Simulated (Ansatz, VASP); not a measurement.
## YHg: VASP beside Ansatz

INCAR

```
SYSTEM = YHg
PREC = Accurate
ENCUT = 520
EDIFF = 1E-6
ISMEAR = -1
SIGMA = 0.1
LREAL = .FALSE.
LASPH = .TRUE.
NELM = 100
ALGO = Normal
ISIF = 2
LWAVE = .FALSE.
LCHARG = .FALSE.
GGA = CA
NBANDS = 18
```

KPOINTS

```
Automatic mesh
0
G
  8 8 8
  0 0 0
```

POSCAR

```
YHg
1.0
    3.6800000000      0.0000000000      0.0000000000
    0.0000000000      3.6800000000      0.0000000000
    0.0000000000      0.0000000000      3.6800000000
Y Hg
1 1
Direct
    0.5000000000      0.5000000000      0.5000000000
    0.0000000000      0.0000000000      0.0000000000
```

Input for Ansatz:

```yaml
crystal:
  lattice:
    - [3.68, 0.0, 0.0]
    - [0.0, 3.68, 0.0]
    - [0.0, 0.0, 3.68]
  atoms:
    - { symbol: "Y", position: [0.5, 0.5, 0.5] }
    - { symbol: Hg, position: [0.0, 0.0, 0.0] }
kpoints:
  mp_grid:
    grid: [8, 8, 8]
hamiltonian:
  xc: lda
  pseudopotentials:
    kind: paw
scf:
  occupations:
    method: fermi_dirac
output:
  forces: true
  stress: true
  eigenvalues: true
```

Alike in both runs: task single point; functional LDA; k mesh 8 × 8 × 8; no spin polarisation.

|  | VASP | Ansatz |
| --- | --- | --- |
| version | VASP 6.6.1 | Ansatz 0.2.0 |
| potentials or method | VASP PAW LDA potentials, release 64 (Y_sv, Hg) | plane waves, PAW |
| plane-wave cutoff (eV) | 520 | 420 |
| occupations | fermi-dirac, width 0.1 eV | fermi-dirac |
| valence electrons in the cell | 23 | 31 |

VASP gave:

* gap on the k mesh at the Fermi level (eV): none
* pressure (GPa): -3.1

**Question.** What did Ansatz give for the same quantities?

**Answer.** gap on the k mesh at the Fermi level (eV): none; pressure (GPa): -3.3.

LDA's correlation is that of Perdew and Zunger in VASP and of Perdew and Wang (1992) in Ansatz. A gap of «none» marks a metal or a gap that the smearing closes. VASP's potentials hold 23 valence electrons a cell and Ansatz's 31, so a difference there can come from the potentials and not from the codes.

Neither program's run includes spin-orbit coupling.
